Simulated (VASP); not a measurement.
A run of VASP 6.6.1:

The input INCAR:

```
ALGO = Normal
EDIFF = 1E-7
ENCUT = 520
GGA = PE
ISIF = 2
ISMEAR = 0
ISPIN = 2
LASPH = True
LCHARG = True
LELF = True
LMAXMIX = 4
LORBIT = 11
LREAL = False
LVHAR = True
LWAVE = False
MAGMOM = 1 1 1 0 0 0
NBANDS = 37
NELM = 150
PREC = Accurate
SIGMA = 0.1
```

KPOINTS

```
k-points
0
Gamma
  6 6 6
```

The input POSCAR:

```
Pd2PtS3
1.0
   -2.3995244245      2.3995244245      4.6227802688
    2.3995244245     -2.3995244245      4.6227802688
    2.3995244245      2.3995244245     -4.6227802688
Pd Pt S
2 1 3
Direct
    0.7500000000      0.2500000000      0.5000000000
    0.2500000000      0.7500000000      0.5000000000
    0.5000000000      0.5000000000      0.0000000000
    0.5000000000      0.0000000000      0.5000000000
    0.0000000000      0.5000000000      0.5000000000
    0.0000000000      0.0000000000      0.0000000000
```

Potentials or basis: VASP PAW PBE potentials, release 64 (Pd, Pt, S).

Launch:

```bash
$ cat potpaw_PBE.64/Pd/POTCAR potpaw_PBE.64/Pt/POTCAR potpaw_PBE.64/S/POTCAR > POTCAR
$ mpirun -np 1 vasp_std > vasp.out
```

Hardware: 1 thread of Oxide Virtual Turin-like Processor, with other jobs on the host.

Q: How long does it take, and how much memory?

A: It took 13 min on 1 thread of Oxide Virtual Turin-like Processor (shared host), peak memory 0.49 GiB. Counts: scf iterations 16, k points 30.
